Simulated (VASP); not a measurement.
A run of VASP 6.6.1 is set up as follows.

File INCAR:

```
SYSTEM = Cu
PREC     = Accurate       ! precision mode
ENCUT    = 520            ! plane-wave cutoff, eV
EDIFF    = 1E-6           ! SCF threshold, eV
ISMEAR   = 0              ! smearing method
SIGMA    = 0.05           ! smearing width, eV
LREAL    = Auto         
LASPH    = .TRUE.         ! aspherical terms in the spheres
NELM     = 60             ! most SCF steps
ALGO     = Normal         ! electronic algorithm
ISIF     = 2              ! what is computed and relaxed
LWAVE    = .FALSE.        ! write WAVECAR
LCHARG   = .FALSE.        ! write CHGCAR
LDIPOL   = .TRUE.       
IDIPOL   = 3            
DIPOL    = 0.5 0.5 0.500
GGA      = CA             ! functional
NBANDS   = 114            ! bands
LUSENCCL = .FALSE.
```

Contents of KPOINTS:

```
Automatic mesh
0
G
  18 18 1
  0 0 0
```

Contents of POSCAR:

```
Cu
1.0
    2.5560000000      0.0000000000      0.0000000000
   -1.2780000000      2.2135609321      0.0000000000
    0.0000000000      0.0000000000     51.4790000000
Cu
18
Direct
    0.0000000000      0.0000000000      0.1554031741
    0.3333333333      0.6666666667      0.1959439772
    0.6666666667      0.3333333333      0.2364847802
    0.0000000000      0.0000000000      0.2770255832
    0.3333333333      0.6666666667      0.3175663863
    0.6666666667      0.3333333333      0.3581071893
    0.0000000000      0.0000000000      0.3986479924
    0.3333333333      0.6666666667      0.4391887954
    0.6666666667      0.3333333333      0.4797295985
    0.0000000000      0.0000000000      0.5202704015
    0.3333333333      0.6666666667      0.5608112046
    0.6666666667      0.3333333333      0.6013520076
    0.0000000000      0.0000000000      0.6418928107
    0.3333333333      0.6666666667      0.6824336137
    0.6666666667      0.3333333333      0.7229744168
    0.0000000000      0.0000000000      0.7635152198
    0.3333333333      0.6666666667      0.8040560228
    0.6666666667      0.3333333333      0.8445968259
```

Potentials or basis: VASP PAW LDA potentials, release 64 (Cu).

Command:

```bash
$ cat potpaw_LDA.64/Cu/POTCAR > POTCAR
$ mpirun -np 1 vasp_std > vasp.out
```

Task: Estimate the band gap on the k mesh.

Result: Zero (bands 99 and 100 overlap by 5.10 eV).

Task: Estimate the largest force.

Result: 0.491 eV/Å.

Forces on the atoms (eV/Å):
```
Cu   0.000  0.000  0.491
Cu   0.000  0.000 -0.024
Cu   0.000  0.000 -0.029
Cu   0.000  0.000 -0.023
Cu   0.000  0.000  0.012
Cu   0.000  0.000 -0.010
Cu   0.000  0.000  0.013
Cu   0.000  0.000 -0.017
Cu   0.000  0.000  0.018
Cu   0.000  0.000 -0.018
Cu   0.000  0.000  0.017
Cu   0.000  0.000 -0.013
Cu   0.000  0.000  0.010
Cu   0.000  0.000 -0.012
Cu   0.000  0.000  0.023
Cu   0.000  0.000  0.029
Cu   0.000  0.000  0.024
Cu   0.000  0.000 -0.491
```
